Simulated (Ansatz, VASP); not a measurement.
## Ti: VASP beside Ansatz

```xyz
1
Lattice="-1.6301 1.6301 1.6301 1.6301 -1.6301 1.6301 1.6301 1.6301 -1.6301" Properties=species:S:1:pos:R:3 pbc="T T T"
Ti    0.0000    0.0000    0.0000
```

Alike in both runs: functional PBE; k mesh 13 × 13 × 13; occupations fermi-dirac, width 0.1 eV; no spin polarisation.

Ansatz relaxed the structure, and its values are those at the end. VASP's run is a single point on that final structure, the one shown.

|  | VASP | Ansatz |
| --- | --- | --- |
| version | VASP 6.6.1 | Ansatz 0.2.0 |
| potentials or method | VASP PAW PBE potentials, release 64 (Ti_sv), cutoff 520 eV | plane waves (420 eV) with PAW, scalar-relativistic |
| valence electrons in the cell | 12 | 12 |

Ansatz gave:

* pressure (GPa): 0.0

Problem. What did VASP give for the same quantities?

Solution. Pressure (GPa): -0.3.
